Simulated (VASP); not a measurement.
# VSi (zincblende type) (F-43m) in VASP: a series of runs

The runs below take VSi (zincblende type) through single point, with PBE.

All numbers are computed with VASP 6.6.1; they aren't measurements. Logs are shortened: lines on timing, memory, paths and dates and some standing lists are left out, and cuts for length are marked.

## Step 1: The cell of the first run

It takes space group F-43m (No. 216, cubic). Conventional cell: a = 5.417 Å, b = 5.417 Å, c = 5.417 Å, α = 90.00°, β = 90.00°, γ = 90.00°. V (site symmetry -43m) has 4 Si at 2.35 Å within 3.1 Å. Within 3.1 Å of Si (site symmetry -43m) lie 4 V at 2.35 Å.

## Step 2: Single point, PBE, collinear spin, ferromagnetic start (19.87 Å³/atom)

File INCAR:

```
PREC = Accurate ; ENCUT = 500
EDIFF = 1E-6 ; ISMEAR = -1
SIGMA = 0.05 ; LREAL = False
LASPH = True ; NELM = 200
ALGO = Normal ; ISIF = 2
LWAVE = False ; LCHARG = False
ISPIN = 2 ; MAGMOM = 1.5 0
LORBIT = 11 ; LMAXMIX = 4
GGA = PE ; NBANDS = 20
GGA_COMPAT = False
```

File KPOINTS:

```
Automatic mesh
0
Gamma
  11 11 11
```

File POSCAR:

```
VSi
1.0
    0.0000000000      2.7086114939      2.7086114939
    2.7086114939      0.0000000000      2.7086114939
    2.7086114939      2.7086114939      0.0000000000
V Si
1 1
Direct
    0.0000000000      0.0000000000      0.0000000000
    0.2500000000      0.2500000000      0.2500000000
```

Potentials or basis: VASP PAW PBE potentials, release 64 (V_sv, Si).

The run is started by

```console
cat potpaw_PBE.64/V_sv/POTCAR potpaw_PBE.64/Si/POTCAR > POTCAR
mpirun -np 1 vasp_std > vasp.out
```

OUTCAR:

```text
PREC = Accurate
   ENCUT = 500
   EDIFF = 1E-6
   ISMEAR = -1
   LREAL = False
   LASPH = True
   NELM = 200
   ISIF = 2
   ISPIN = 2
   LORBIT = 11
   GGA = PE

 ion  position               nearest neighbor table
   1  0.000  0.000  0.000-   2 2.35   2 2.35   2 2.35   2 2.35
   2  0.250  0.250  0.250-   1 2.35   1 2.35   1 2.35   1 2.35

  LATTYP: Found a face centered cubic cell.
 ALAT       =     5.4172229878

  Lattice vectors:

 A1 = (   0.0000000000,   2.7086114939,   2.7086114939)
 A2 = (   2.7086114939,   0.0000000000,   2.7086114939)
 A3 = (   2.7086114939,   2.7086114939,   0.0000000000)

Analysis of symmetry for initial positions (statically):
=====================================================================
 Subroutine PRICEL returns:
 Original cell was already a primitive cell.

 Routine SETGRP: Setting up the symmetry group for a
 face centered cubic supercell.

 Subroutine GETGRP returns: Found 24 space group operations
 (whereof 24 operations were pure point group operations)
 out of a pool of 48 trial point group operations.

The static configuration has the point symmetry T_d .

Analysis of symmetry for dynamics (positions and initial velocities):
=====================================================================
 Subroutine PRICEL returns:
 Original cell was already a primitive cell.

 Routine SETGRP: Setting up the symmetry group for a
 face centered cubic supercell.

 Subroutine GETGRP returns: Found 24 space group operations
 (whereof 24 operations were pure point group operations)
 out of a pool of 48 trial point group operations.

The dynamic configuration has the point symmetry T_d .

Analysis of structural, dynamic, and magnetic symmetry:
=====================================================================
 Subroutine PRICEL returns:
 Original cell was already a primitive cell.

 Routine SETGRP: Setting up the symmetry group for a
 face centered cubic supercell.

 Subroutine GETGRP returns: Found 24 space group operations
 (whereof 24 operations were pure point group operations)
 out of a pool of 48 trial point group operations.

The overall configuration has the point symmetry T_d .

 Subroutine INISYM returns: Found 24 space group operations
 (whereof 24 operations are pure point group operations),
 and found     1 'primitive' translations

----------------------------------------------------------------------------------------

                                     Primitive cell

  volume of cell :      39.7439

  direct lattice vectors                    reciprocal lattice vectors
     0.000000000  2.708611494  2.708611494    -0.184596426  0.184596426  0.184596426
     2.708611494  0.000000000  2.708611494     0.184596426 -0.184596426  0.184596426
     2.708611494  2.708611494  0.000000000     0.184596426  0.184596426 -0.184596426

  length of vectors
     3.830555110  3.830555110  3.830555110     0.319730388  0.319730388  0.319730388

  position of ions in fractional coordinates (direct lattice)
     0.000000000  0.000000000  0.000000000
     0.250000000  0.250000000  0.250000000

  ion indices of the primitive-cell ions
   primitive index   ion index
                 1           1
                 2           2

----------------------------------------------------------------------------------------

 KPOINTS: Automatic mesh

Automatic generation of k-mesh.
 Grid dimensions read from file:
 generate k-points for:   11   11   11

 Generating k-lattice:

  Cartesian coordinates                     Fractional coordinates (reciprocal lattice)
    -0.016781493  0.016781493  0.016781493     0.090909091  0.000000000  0.000000000
     0.016781493 -0.016781493  0.016781493     0.000000000  0.090909091  0.000000000
     0.016781493  0.016781493 -0.016781493     0.000000000  0.000000000  0.090909091

  Length of vectors
     0.029066399  0.029066399  0.029066399

  Shift w.r.t. Gamma in fractional coordinates (k-lattice)
     0.000000000  0.000000000  0.000000000

 Subroutine IBZKPT returns following result:
 ===========================================

 Found     56 irreducible k-points:

 Following reciprocal coordinates:
            Coordinates               Weight
  0.000000  0.000000  0.000000      1.000000
  0.090909  0.000000  0.000000      8.000000
  0.181818  0.000000  0.000000      8.000000
  0.272727  0.000000  0.000000      8.000000
  0.363636  0.000000  0.000000      8.000000
  0.454545  0.000000  0.000000      8.000000
[... 16 lines left out ...]
 -0.272727  0.181818  0.000000     24.000000
 -0.181818  0.181818  0.000000     12.000000
 [... further k-points ...]
   k-points           NKPTS =     56   k-points in BZ     NKDIM =     56   number of bands    NBANDS=     20
   number of dos      NEDOS =    301   number of ions     NIONS =      2
   total plane-waves  NPLWV =  21952
   dimension x,y,z NGX =    28 NGY =   28 NGZ =   28
   dimension x,y,z NGXF=    56 NGYF=   56 NGZF=   56
   ions per type =               1   1
   NGX,Y,Z   is equivalent  to a cutoff of  12.15, 12.15, 12.15 a.u.
   NGXF,Y,Z  is equivalent  to a cutoff of  24.30, 24.30, 24.30 a.u.
 SYSTEM =  unknown system
   PREC   = accura    normal or accurate (medium, high low for compatibility)
   ISTART =      0    job   : 0-new  1-cont  2-samecut
   ICHARG =      2    charge: 1-file 2-atom 10-const
   ISPIN  =      2    spin polarized calculation?
   LNONCOLLINEAR =      F non collinear calculations
   LSORBIT =      F    spin-orbit coupling
   LASPH  =      T    aspherical Exc in radial PAW
   ENCUT  =  500.0 eV  36.75 Ry    6.06 a.u.   6.98  6.98  6.98*2*pi/ulx,y,z
   NELM   =    200;   NELMIN=  2; NELMDL= -5     # of ELM steps
   EDIFF  = 0.1E-05   stopping-criterion for ELM
   LREAL  =      F    real-space projection
   EDIFFG = 0.1E-04   stopping-criterion for IOM
   NSW    =      0    number of steps for IOM
   IBRION =     -1    ionic relax: 0-MD 1-quasi-New 2-CG
   NFREE  =      0    steps in history (QN), initial steepest desc. (CG)
   ISIF   =      2    stress and relaxation
   ISYM   =      2    0-nonsym 1-usesym 2-fastsym
   POTIM  = 0.5000    time-step for ionic-motion
   TEBEG  =    0.0;   TEEND  =   0.0 temperature during run
   PSTRESS=    0.0 pullay stress
   NELECT =      17.0000    total number of electrons
   NUPDOWN=      -1.0000    fix difference up-down
   EMIN   =  10.00;   EMAX   =-10.00  energy-range for DOS
   EFERMI =   0.00;   METHOD = LEGACY
   ISMEAR =    -1;   SIGMA  =   0.05  broadening in eV -4-tet -1-fermi 0-gaus
   EFERMI_NEDOS =   21; number of points for ismear=-14 and -15
   IALGO  =     38    algorithm
   IMIX   =      4    mixing-type and parameters
     AMIX     =   0.40;   BMIX     =  1.00
     AMIX_MAG =   1.60;   BMIX_MAG =  1.00
  volume/ion in A,a.u.               =      19.87       134.10
  Fermi-wavevector in a.u.,A,eV,Ry     =   1.233487  2.330952 20.701116  1.521489
  Thomas-Fermi vector in A             =   2.368215
   LORBIT       =     11    0 simple, 1 ext, 2 COOP (PROOUT), +10 PAW based schemes
   GGA     = PE    functional components
   LHFCALC =     F    Hartree Fock is set to
   AEXX    =    0.0000 exact exchange contribution
   IVDW    =     0    specifies the selected vdW correction
   LEPSILON=     F    determine dielectric tensor
   LRPA    =     F    only Hartree local field effects (RPA)
 spin polarized calculation
  energy-cutoff  :      500.00
  volume of cell :       39.74
 maximum number of plane-waves:      1026
   NGX = 13   NGY = 13   NGZ = 13

 number of electron      16.9999992 magnetization       0.3662801

 Free energy of the ion-electron system (eV)
  ---------------------------------------------------
  ext. energy  EPLUGINS =         0.00000000
  ---------------------------------------------------
  free energy    TOTEN  =       -12.36871534 eV

  energy without entropy =      -12.34854046  energy(sigma->0) =      -12.35862790

 E-fermi :   5.3057     XC(G=0): -10.0691

 val. band max:        5.2965873383   @ k =  -0.4545   0.2727   0.0909
 cond. band min:       5.3118338474   @ k =  -0.2727   0.2727   0.0909
 fundamental gap:      0.0152465091
 Fermi energy:         5.3057227520

 spin component 1

 k-point     1 :       0.0000    0.0000    0.0000
  band No.  band energies     occupation
      1     -58.9647      1.00000
      2     -32.8304      1.00000
      3     -32.8304      1.00000
      4     -32.8304      1.00000
      5      -3.5680      1.00000
      6       3.6228      1.00000
[... 12 lines left out ...]
     19      18.4719      0.00000
     20      19.0412      0.00000
[... 507 lines left out ...]
 k-point    24 :      -0.1818    0.1818    0.0000
  band No.  band energies     occupation
      1     -58.9637      1.00000
      2     -32.8435      1.00000
      3     -32.8361      1.00000
      4     -32.8324      1.00000
      5      -2.5055      1.00000
      6       2.8897      1.00000
[... 12 lines left out ...]
     19      19.3209      0.00000
     20      20.6419      0.00000

 [... further k-points ...]

 spin component 2

 k-point     1 :       0.0000    0.0000    0.0000
  band No.  band energies     occupation
      1     -58.6154      1.00000
      2     -32.4839      1.00000
      3     -32.4839      1.00000
      4     -32.4839      1.00000
      5      -3.5432      1.00000
      6       3.7694      1.00000
[... 12 lines left out ...]
     19      18.5616      0.00000
     20      19.0440      0.00000
[... 507 lines left out ...]
 k-point    24 :      -0.1818    0.1818    0.0000
  band No.  band energies     occupation
      1     -58.6144      1.00000
      2     -32.4974      1.00000
      3     -32.4897      1.00000
      4     -32.4859      1.00000
      5      -2.4872      1.00000
      6       2.9945      1.00000
[... 12 lines left out ...]
     19      19.3559      0.00000
     20      20.7079      0.00000

 [... further k-points ...]

------------------------ aborting loop because EDIFF is reached ----------------------------------------

  FORCE on cell =-STRESS in cart. coord.  units (eV):
  Direction    XX          YY          ZZ          XY          YZ          ZX
  --------------------------------------------------------------------------------------
  -------------------------------------------------------------------------------------
  Total        1.2473286      1.2473286      1.2473286      0.0000000      0.0000000      0.0000000
  in kB       50.2830154     50.2830154     50.2830154      0.0000000      0.0000000      0.0000000
  external PRESSURE =      50.2830154 kB  Pullay stress =       0.0000000 kB

 VOLUME and BASIS-vectors are now :
 -----------------------------------------------------------------------------
  energy-cutoff  :      500.00
  volume of cell :       39.74
      direct lattice vectors                 reciprocal lattice vectors
     0.000000000  2.708611494  2.708611494    -0.184596426  0.184596426  0.184596426
     2.708611494  0.000000000  2.708611494     0.184596426 -0.184596426  0.184596426
     2.708611494  2.708611494  0.000000000     0.184596426  0.184596426 -0.184596426

 POSITION                                       TOTAL-FORCE (eV/Angst)
 -----------------------------------------------------------------------------------
      0.00000      0.00000      0.00000        -0.000000     -0.000000     -0.000000
      1.35431      1.35431      1.35431         0.000000      0.000000      0.000000
 -----------------------------------------------------------------------------------
    total drift:                               -0.000000     -0.000000     -0.000000

  FREE ENERGIE OF THE ION-ELECTRON SYSTEM (eV)
  ---------------------------------------------------
  free  energy   TOTEN  =       -12.3687153350 eV

  energy  without entropy=      -12.3485404557  energy(sigma->0) =      -12.35862790

 total charge

# of ion       s       p       d       tot
------------------------------------------
    1        2.280   6.159   3.102  11.541
    2        0.831   0.979   0.000   1.810
--------------------------------------------------
tot          3.111   7.138   3.102  13.351

 magnetization (x)

# of ion       s       p       d       tot
------------------------------------------
    1        0.004  -0.001   0.347   0.350
    2       -0.005  -0.022   0.000  -0.026
--------------------------------------------------
tot         -0.001  -0.022   0.347   0.323
```

Wall time 92 s (1 thread of Intel Xeon 8259CL, shared host); peak memory 0.21 GiB.

Results:

| Property | Result |
| --- | --- |
| Free energy | -12.3687 eV |
| Pressure | 5.0 GPa |
| Net moment | 0.37 μB per cell |
| Site moments | V +0.35; Si -0.03 μB |
| Valence electrons inside the program's atomic spheres | V 11.54; Si 1.81 |

Caveat: the cell stands under pressure.

## Step 3: Single point, PBE, collinear spin, ferromagnetic start (20.50 Å³/atom)

This run uses another cell than the first one, of 20.50 Å³/atom.

File INCAR:

```
PREC = Accurate
ENCUT = 500
EDIFF = 1E-6
ISMEAR = -1
SIGMA = 0.05
LREAL = False
LASPH = True
NELM = 200
ALGO = Normal
ISIF = 2
LWAVE = False
LCHARG = False
ISPIN = 2
MAGMOM = 1.5 0
LORBIT = 11
LMAXMIX = 4
GGA = PE
NBANDS = 20
GGA_COMPAT = False
```

File KPOINTS:

```
regular mesh
0
Gamma
  11 11 11
```

File POSCAR:

```
VSi
1.0
    0.0000000000      2.7366401553      2.7366401553
    2.7366401553      0.0000000000      2.7366401553
    2.7366401553      2.7366401553      0.0000000000
V Si
1 1
Direct
    0.0000000000      0.0000000000      0.0000000000
    0.2500000000      0.2500000000      0.2500000000
```

Potentials or basis: VASP PAW PBE potentials, release 64 (V_sv, Si).

The run is started by

```console
cat potpaw_PBE.64/V_sv/POTCAR potpaw_PBE.64/Si/POTCAR > POTCAR
mpirun -np 1 vasp_std > vasp.out
```

Run time: 2.3 min. Hardware: 1 thread of Intel Xeon 8259CL, shared host; peak memory 0.21 GiB.

It converged, with:

```
Free energy                                           : -12.3976 eV
Pressure                                              : 2.3 GPa
Net moment                                            : 0.44 μB per cell
Site moments                                          : V +0.43; Si -0.03 μB
Valence electrons inside the program's atomic spheres : V 11.50; Si 1.79
```

Levels at points of the mesh, in eV from the Fermi level:
Spin up:
```csv
k point,band 6,band 7,band 8,band 9,band 10,band 11,band 12,band 13
"(0.00, 0.00, 0.00)",-1.65,-1.65,-1.65,0.11,0.11,6.38,6.38,6.38
```
Spin down:
| k point | band 5 | band 6 | band 7 | band 8 | band 9 | band 10 | band 11 | band 12 |
| --- | --- | --- | --- | --- | --- | --- | --- | --- |
| (0.00, 0.00, 0.00) | -8.73 | -1.47 | -1.47 | -1.47 | 0.59 | 0.59 | 6.47 | 6.47 |
